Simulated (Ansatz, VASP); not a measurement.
AlP5: VASP beside Ansatz

```
CELL_PARAMETERS angstrom
0.00000 3.56691 3.56691
3.56691 0.00000 3.56691
3.56691 3.56691 0.00000
ATOMIC_POSITIONS crystal
Al 0.00000 0.00000 0.00000
P 0.75000 0.75000 0.75000
P 0.37501 0.37501 0.87497
P 0.37501 0.87497 0.37501
P 0.37501 0.37501 0.37501
P 0.87497 0.37501 0.37501
```

Change from the starting cell: species swapped into the ZrNi5 type (F-43m, No. 216).

Alike in both runs: task relaxation of cell and atoms; functional PBE; k mesh 10 × 10 × 10; occupations gaussian, width 0.1 eV; no spin polarisation.

|  | VASP | Ansatz |
| --- | --- | --- |
| version | VASP 6.6.1 | Ansatz 0.2.0 |
| potentials or method | VASP PAW PBE potentials, release 64 (Al, P), cutoff 600 eV | scalar-relativistic, plane waves, PAW |
| valence electrons in the cell | 28 | 28 |

Ansatz gave:

* gap on the k mesh at the Fermi level, each at its own relaxed structure (eV): none
* relaxed volume (Å³/atom): 15.34
* relaxed cell length with the largest relative difference (Å): 5.068

Problem. Estimate VASP's values.

Solution. gap on the k mesh at the Fermi level, each at its own relaxed structure (eV): none; relaxed volume (Å³/atom): 15.34; relaxed cell length with the largest relative difference (Å): 5.067.

A gap of «none» marks a metal or a gap that the smearing closes.
